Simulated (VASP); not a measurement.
HgTe:

```
Hg Te
1.0
     0.00000    3.23982    3.23982
     3.23982    0.00000    3.23982
     3.23982    3.23982    0.00000
Hg Te
1 1
Direct
  0.00000 0.00000 0.00000
  0.25000 0.25000 0.25000
```

This cell differs from its parent crystal: strain -1.5%.

Base run:

```yaml
Program: VASP 6.6.1
Functional: PBE
Potentials_or_basis: VASP PAW PBE potentials, release 64 (Hg, Te)
Cutoff: 520 eV
k_mesh: 6 × 6 × 6
Occupations: fermi-dirac, width 0.02 eV
Spin: no spin polarisation
```

Its results: band gap on the k mesh zero (filled and empty bands touch); pressure 3.4 GPa.

Task: The run is repeated on the same cell with these changes: functional from PBE to r2SCAN. What comes out?

Result: Band gap on the k mesh zero (filled and empty bands touch); pressure 2.1 GPa.

Caveats: spin-orbit coupling is left out, which moves the levels of the heavy elements; the PAW data sets were made with another functional, which shifts forces and pressure a little (some runs).
